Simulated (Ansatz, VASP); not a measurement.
AlN in VASP and in Ansatz

Contents of INCAR:

```
SYSTEM = AlN
  PREC = Accurate
  ENCUT = 520
  EDIFF = 1E-6
  ISMEAR = -1
  SIGMA = 0.08
  LREAL = .FALSE.
  LASPH = .TRUE.
  NELM = 60
  ALGO = Normal
  ISIF = 2
  LWAVE = .FALSE.
  LCHARG = .FALSE.
  GGA = PS
  NBANDS = 11
```

KPOINTS

```
Automatic mesh
0
G
  15 15 15
  0 0 0
```

POSCAR

```
AlN
1.0
    0.0000000000      1.7933270855      1.7933270855
    1.7933270855      0.0000000000      1.7933270855
    1.7933270855      1.7933270855      0.0000000000
Al N
1 1
Direct
    0.0000000000      0.0000000000      0.0000000000
    0.2500000000      0.2500000000      0.2500000000
```

Input for Ansatz:

```yaml
crystal:
  lattice:
    - [0.0, 1.7933270855, 1.7933270855]
    - [1.7933270855, 0.0, 1.7933270855]
    - [1.7933270855, 1.7933270855, 0.0]
  atoms:
    - { symbol: Al, position: [0.0, 0.0, 0.0] }
    - { symbol: "N", position: [0.25, 0.25, 0.25] }
kpoints:
  mp_grid: { grid: [15, 15, 15] }
  band_path:
    path:
      - [0.0, 0.0, 0.0]
      - [-0.5, -0.5, 0.0]
      - [-0.375, -0.375, 0.25]
      - [-0.375, 0.0, 0.375]
      - [0.0, 0.0, 0.0]
      - [0.0, 0.0, 0.5]
      - [-0.5, -0.25, 0.25]
      - [-0.5, -0.5, 0.0]
    npoints: 8
scf:
  occupations: { method: fermi_dirac, width: 0.08 }
hamiltonian:
  xc: pbesol
  pseudopotentials: { kind: paw }
output:
  forces: true
  stress: true
  eigenvalues: true
  populations: true
  dos: { projected: true, de: 0.2, e_range: [-14, 8] }
```

Change from the starting cell: volume scaled by 0.55, PAW files.

Alike in both runs: task single point; functional PBEsol; k mesh 15 × 15 × 15; occupations fermi-dirac, width 0.08 eV; no spin polarisation.

```csv
,VASP,Ansatz
version,VASP 6.6.1,Ansatz 0.2.0
potentials or method,"VASP PAW PBE potentials, release 64 (Al, N)","PAW with Ansatz's default frozen-core files, scalar-relativistic"
plane-wave cutoff (eV),520,420
valence electrons in the cell,8,8
```

VASP gave:

* gap on the k mesh at the Fermi level (eV): 3.23
* pressure (GPa): 376.6

Problem. What did Ansatz give for the same quantities?

Solution. gap on the k mesh at the Fermi level (eV): 3.28; pressure (GPa): 366.4.

VASP's potentials were made for PBE, not for PBEsol. Both programs put the cell under a high pressure, so it lies far from rest at this level. With one functional, cell and mesh, what is left measures potentials, basis and numerics.

Noted on VASP's run: the cell as given lies far from equilibrium.
